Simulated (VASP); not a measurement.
# AlRh (f.blda) (Pm-3m) in VASP: further runs, part 2 of 2

VASP 6.6.1.

## (4) Single point, LDA

This run uses another cell than the first one, of 12.82 Å³/atom, 0.988 times its volume.

Contents of INCAR:

```
SYSTEM = AlRh
PREC = Accurate
ENCUT = 500
EDIFF = 1E-6
ISMEAR = 0
SIGMA = 0.1
LREAL = .FALSE.
LASPH = .TRUE.
NELM = 120
ALGO = Normal
ISIF = 2
LWAVE = .FALSE.
LCHARG = .FALSE.
NBANDS = 16
GGA_COMPAT = .FALSE.
```

Contents of KPOINTS:

```
regular mesh
0
G
  14 14 14
  0 0 0
```

Contents of POSCAR:

```
AlRh
1.0
    2.9483805281      0.0000000000      0.0000000000
    0.0000000000      2.9483805281      0.0000000000
    0.0000000000      0.0000000000      2.9483805281
Rh Al
1 1
Direct
    0.0000000000      0.0000000000      0.0000000000
    0.5000000000      0.5000000000      0.5000000000
```

Potentials or basis: VASP PAW LDA potentials, release 64 (Rh_pv, Al).

The run is started by

```console
$ cat potpaw_LDA.64/Rh_pv/POTCAR potpaw_LDA.64/Al/POTCAR > POTCAR
$ mpirun -np 1 vasp_std > vasp.out
```

OUTCAR:

```text
SYSTEM = AlRh
   PREC = Accurate
   ENCUT = 500
   EDIFF = 1E-6
   ISMEAR = 0
   LREAL = .FALSE.
   LASPH = .TRUE.
   NELM = 120
   ISIF = 2

 ion  position               nearest neighbor table
   1  0.000  0.000  0.000-   2 2.55   2 2.55   2 2.55   2 2.55   2 2.55   2 2.55   2 2.55   2 2.55

   2  0.500  0.500  0.500-   1 2.55   1 2.55   1 2.55   1 2.55   1 2.55   1 2.55   1 2.55   1 2.55

  LATTYP: Found a simple cubic cell.
 ALAT       =     2.9483805281

  Lattice vectors:

 A1 = (   2.9483805281,   0.0000000000,   0.0000000000)
 A2 = (   0.0000000000,   2.9483805281,   0.0000000000)
 A3 = (   0.0000000000,   0.0000000000,   2.9483805281)
[... 627 lines left out ...]
      6       7.7213      2.00000
[... 8 lines left out ...]
     15      25.4088      0.00000
     16      27.4261      0.00000

 [... further k-points ...]
[... 5 lines left out ...]
  --------------------------------------------------------------------------------------
  -------------------------------------------------------------------------------------
  Total        0.1088686      0.1088686      0.1088686     -0.0000000      0.0000000     -0.0000000
  in kB        6.8055405      6.8055405      6.8055405     -0.0000000      0.0000000     -0.0000000
  external PRESSURE =       6.8055405 kB  Pullay stress =       0.0000000 kB

 VOLUME and BASIS-vectors are now :
 -----------------------------------------------------------------------------
  energy-cutoff  :      500.00
  volume of cell :       25.63
      direct lattice vectors                 reciprocal lattice vectors
     2.948380528  0.000000000  0.000000000     0.339169246  0.000000000  0.000000000
     0.000000000  2.948380528  0.000000000     0.000000000  0.339169246  0.000000000
     0.000000000  0.000000000  2.948380528     0.000000000  0.000000000  0.339169246

 POSITION                                       TOTAL-FORCE (eV/Angst)
 -----------------------------------------------------------------------------------
      0.00000      0.00000      0.00000         0.000000      0.000000      0.000000
      1.47419      1.47419      1.47419         0.000000      0.000000      0.000000
 -----------------------------------------------------------------------------------
    total drift:                                0.000000      0.000000      0.000000

  FREE ENERGIE OF THE ION-ELECTRON SYSTEM (eV)
  ---------------------------------------------------
  free  energy   TOTEN  =       -15.1051172561 eV

  energy  without entropy=      -15.1038726906  energy(sigma->0) =      -15.10449497
```

OSZICAR:

```text
N       E                     dE             d eps       ncg     rms          rms(c)
DAV:   1     0.129843242366E+03    0.12984E+03   -0.10004E+04  3848   0.109E+03
DAV:   2    -0.134610656346E+02   -0.14330E+03   -0.13756E+03  4520   0.319E+02
DAV:   3    -0.156563955949E+02   -0.21953E+01   -0.21925E+01  4680   0.422E+01
DAV:   4    -0.156715955007E+02   -0.15200E-01   -0.15199E-01  4696   0.366E+00
DAV:   5    -0.156718396595E+02   -0.24416E-03   -0.24416E-03  4752   0.446E-01    0.110E+01
DAV:   6    -0.152237492715E+02    0.44809E+00   -0.20284E+00  4000   0.167E+01    0.261E+00
DAV:   7    -0.151273430632E+02    0.96406E-01   -0.22234E-01  4096   0.585E+00    0.229E+00
DAV:   8    -0.151054201237E+02    0.21923E-01   -0.21227E-02  4576   0.106E+00    0.248E-01
DAV:   9    -0.151051466978E+02    0.27343E-03   -0.37741E-04  4864   0.139E-01    0.135E-01
DAV:  10    -0.151051180812E+02    0.28617E-04   -0.34672E-05  4688   0.696E-02    0.640E-03
DAV:  11    -0.151051172561E+02    0.82514E-06   -0.14916E-06  3408   0.149E-02
   1 F= -.15105117E+02 E0= -.15104495E+02  d E =-.124457E-02
```

stdout:

```text
POSCAR found type information on POSCAR RhAl
 POSCAR found :  2 types and       2 ions
 scaLAPACK will be used
 LDA part: xc-table for (Slater(with rela. corr.)+CA(PZ))
 , standard interpolation
 POSCAR, INCAR and KPOINTS ok, starting setup
 FFT: planning ... GRIDC
 FFT: planning ... GRID_SOFT
 FFT: planning ... GRID
 WAVECAR not read
 entering main loop
```

It took 46 s on 1 thread of AMD EPYC 7R43 (Zen 3), shared host; peak memory 0.12 GiB.

Results:

| Item | Value |
| --- | --- |
| Free energy | -15.1051 eV |
| Pressure | 0.7 GPa |
| Band gap on the k mesh | zero (band 9 reaches 13.95 eV, above the bottom of band 10 at 11.36 eV) |

## (5) Relaxation of cell and atoms, LDA

Contents of INCAR:

```
ALGO = Normal
EDIFF = 1E-7
EDIFFG = -0.002
ENCUT = 500
GGA_COMPAT = False
IBRION = 2
ISIF = 3
ISMEAR = 0
LASPH = True
LCHARG = False
LREAL = False
LWAVE = False
NELM = 120
NELMIN = 4
NSW = 100
PREC = Accurate
SIGMA = 0.1
```

Contents of KPOINTS:

```
k-points
0
Gamma
  14 14 14
```

Contents of POSCAR:

```
AlRh
1.0
    2.9600000000      0.0000000000      0.0000000000
    0.0000000000      2.9600000000      0.0000000000
    0.0000000000      0.0000000000      2.9600000000
Rh Al
1 1
Direct
    0.0000000000      0.0000000000      0.0000000000
    0.5000000000      0.5000000000      0.5000000000
```

Potentials or basis: VASP PAW LDA potentials, release 64 (Rh_pv, Al).

The run is started by

```console
$ cat potpaw_LDA.64/Rh_pv/POTCAR potpaw_LDA.64/Al/POTCAR > POTCAR
$ mpirun -np 1 vasp_std > vasp.out
```

OUTCAR:

```text
EDIFF = 1E-7
   EDIFFG = -0.002
   ENCUT = 500
   IBRION = 2
   ISIF = 3
   ISMEAR = 0
   LASPH = True
   LREAL = False
   NELM = 120
   NELMIN = 4
   NSW = 100
   PREC = Accurate

 ion  position               nearest neighbor table
   1  0.000  0.000  0.000-   2 2.56   2 2.56   2 2.56   2 2.56   2 2.56   2 2.56   2 2.56   2 2.56

   2  0.500  0.500  0.500-   1 2.56   1 2.56   1 2.56   1 2.56   1 2.56   1 2.56   1 2.56   1 2.56

  LATTYP: Found a simple cubic cell.
 ALAT       =     2.9600000000

  Lattice vectors:

 A1 = (   2.9600000000,   0.0000000000,   0.0000000000)
 A2 = (   0.0000000000,   2.9600000000,   0.0000000000)
 A3 = (   0.0000000000,   0.0000000000,   2.9600000000)

Analysis of symmetry for initial positions (statically):
=====================================================================
 Subroutine PRICEL returns:
 Original cell was already a primitive cell.

 Routine SETGRP: Setting up the symmetry group for a
[... 269 lines left out ...]
      9      10.1047      2.00000
     10      16.9444      0.00000
     11      16.9444      0.00000
     12      16.9444      0.00000
     13      21.6165      0.00000
[... 354 lines left out ...]
  band No.  band energies     occupation
      1     -34.8570      2.00000
      2     -34.7802      2.00000
      3     -34.7110      2.00000
      4       3.7142      2.00000
      5       6.4723      2.00000
      6       7.6895      2.00000
      7       8.5955      2.00000
      8       8.9008      2.00000
      9       9.6504      2.00000
     10      12.7783      0.00000
     11      16.8181      0.00000
     12      19.7660      0.00000
     13      21.3967      0.00000

 [... further k-points ...]

------------------------ aborting loop because EDIFF is reached ----------------------------------------

  FORCE on cell =-STRESS in cart. coord.  units (eV):
  Direction    XX          YY          ZZ          XY          YZ          ZX
  --------------------------------------------------------------------------------------
  -------------------------------------------------------------------------------------
  Total       -0.0011048     -0.0011048     -0.0011048      0.0000000      0.0000000      0.0000000
  in kB       -0.0688518     -0.0688518     -0.0688518      0.0000000      0.0000000      0.0000000
  external PRESSURE =      -0.0688518 kB  Pullay stress =       0.0000000 kB
[... 17 lines left out ...]
  FREE ENERGIE OF THE ION-ELECTRON SYSTEM (eV)
  ---------------------------------------------------
  free  energy   TOTEN  =       -15.1053608950 eV

  energy  without entropy=      -15.1040964964  energy(sigma->0) =      -15.10472870

 reached required accuracy - stopping structural energy minimisation
```

OSZICAR:

```text
N       E                     dE             d eps       ncg     rms          rms(c)
DAV:   1     0.125750707172E+03    0.12575E+03   -0.10522E+04  3144   0.135E+03
DAV:   2    -0.133520362629E+02   -0.13910E+03   -0.13417E+03  3400   0.358E+02
DAV:   3    -0.156476858658E+02   -0.22956E+01   -0.22820E+01  3775   0.500E+01
[... 25 lines left out ...]
DAV:   4    -0.151053621039E+02    0.52085E-03   -0.20680E-03  3210   0.323E-01    0.486E-02
DAV:   5    -0.151053560826E+02    0.60212E-05   -0.11536E-04  3465   0.128E-01    0.253E-02
DAV:   6    -0.151053606007E+02   -0.45180E-05   -0.79862E-06  3310   0.353E-02    0.480E-03
DAV:   7    -0.151053609069E+02   -0.30620E-06   -0.29281E-07  3635   0.570E-03    0.585E-04
DAV:   8    -0.151053608950E+02    0.11878E-07   -0.92344E-09  1620   0.124E-03
   3 F= -.15105361E+02 E0= -.15104729E+02  d E =-.138794E-02
```

Wall time 87 s (1 thread of AMD EPYC 7R43 (Zen 3), shared host); peak memory 0.13 GiB.

Results:

| Quantity | Value |
| --- | --- |
| Free energy | -15.1054 eV |
| Relaxed volume | 12.85 Å³/atom |
| Relaxed cell | a = 2.951 Å, b = 2.951 Å, c = 2.951 Å, α = 90.00°, β = 90.00°, γ = 90.00° |
| Space group after relaxing (to 0.05 Å) | Pm-3m (No. 221) |
| Energy gained by relaxing | 0.7 meV/atom |
| Ionic steps | 3 |
| Pressure after relaxing | 0.0 GPa |
| Band gap on the k mesh | zero (band 9 reaches 13.89 eV, above the bottom of band 10 at 11.31 eV) |

The path:
| step | energy change (eV) | largest force (eV/Å) | pressure (GPa) | volume (Å³) |
| --- | --- | --- | --- | --- |
| 1 | 0.0000 | 0.0000 | -1.94 | 25.93 |
| 2 | 0.0022 | 0.0000 | 3.27 | 25.35 |
| 3 | -0.0014 | 0.0000 | -0.01 | 25.71 |

Final structure:
```
CELL_PARAMETERS angstrom
2.95136 0.00000 0.00000
0.00000 2.95136 0.00000
0.00000 0.00000 2.95136
ATOMIC_POSITIONS crystal
Rh 0.00000 0.00000 0.00000
Al 0.50000 0.50000 0.50000
```

Levels at points of the mesh, in eV from the Fermi level:
| k point | band 5 | band 6 | band 7 | band 8 | band 9 | band 10 | band 11 | band 12 | band 13 |
| --- | --- | --- | --- | --- | --- | --- | --- | --- | --- |
| (0.00, 0.00, 0.00) | -5.20 | -5.20 | -1.78 | -1.78 | -1.78 | 5.06 | 5.06 | 5.06 | 9.73 |
| (0.50, 0.00, 0.00) | -6.76 | -4.49 | -3.35 | -3.35 | -1.56 | 0.29 | 6.65 | 10.01 | 10.01 |
| (0.50, 0.50, 0.00) | -4.70 | -2.98 | -2.98 | -2.61 | -2.61 | -0.57 | 3.54 | 4.58 | 9.88 |
| (0.50, 0.50, 0.50) | -6.11 | -6.11 | -0.49 | -0.49 | 1.78 | 2.84 | 2.84 | 2.84 | 6.92 |

## (6) Overview

| task | cell | k mesh | gap on the mesh (eV) | pressure (GPa) |
| --- | --- | --- | --- | --- |
| single point | a = 2.960 Å, 2 atoms | 6 × 6 × 6 | none | -1.7 |
| single point | a = 2.948 Å, 2 atoms | 14 × 14 × 14 | none | 0.7 |
| relaxation of cell and atoms | relaxed from a = 2.960 Å, 2 atoms | 14 × 14 × 14 | none | 0.0 |

Alike in all rows: level LDA; potentials or basis VASP PAW LDA potentials, release 64 (Rh_pv, Al); no spin polarisation; cutoff (eV) 500; smearing gaussian 0.1 eV.

Absolute energies hang on the potentials; compare differences alone.
